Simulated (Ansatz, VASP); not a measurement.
## InSe: VASP beside Ansatz

```
CELL_PARAMETERS angstrom
2.00000 1.15470 8.56617
-2.00000 1.15470 8.56617
0.00000 -2.30940 8.56617
ATOMIC_POSITIONS crystal
In 0.00000 0.00000 0.00000
In 0.11220 0.11220 0.11220
Se 0.61550 0.61550 0.61550
Se 0.83000 0.83000 0.83000
```

Change from the starting cell: zz strain of +3 %.

Alike in both runs: task single point; functional PBEsol; k mesh 7 × 7 × 7; occupations fermi-dirac, width 0.01 eV; no spin polarisation.

|  | VASP | Ansatz |
| --- | --- | --- |
| version | VASP 6.6.1 | Ansatz 0.2.0 |
| potentials or method | VASP PAW PBE potentials, release 64 (In_d, Se), cutoff 520 eV | all-electron LAPW, scalar-relativistic |

|  | VASP | Ansatz | Ansatz less VASP |
| --- | --- | --- | --- |
| gap on the k mesh at the Fermi level (eV) | 0.69 | 0.70 | +0.011 |
| pressure (GPa) | -1.1 | -1.1 | -0.05 |
| traceless stress, the component that is largest in VASP (GPa) | -1.48 | -1.47 | +0.006 |
| rms of the force components (eV/Å) | 0.135 | 0.134 | -0.0005 |

VASP's potentials were made for PBE, not for PBEsol. Atom by atom the forces differ by 0.010 eV/Å (rms over components). Ansatz ran all-electron here, and VASP with PAW potentials.
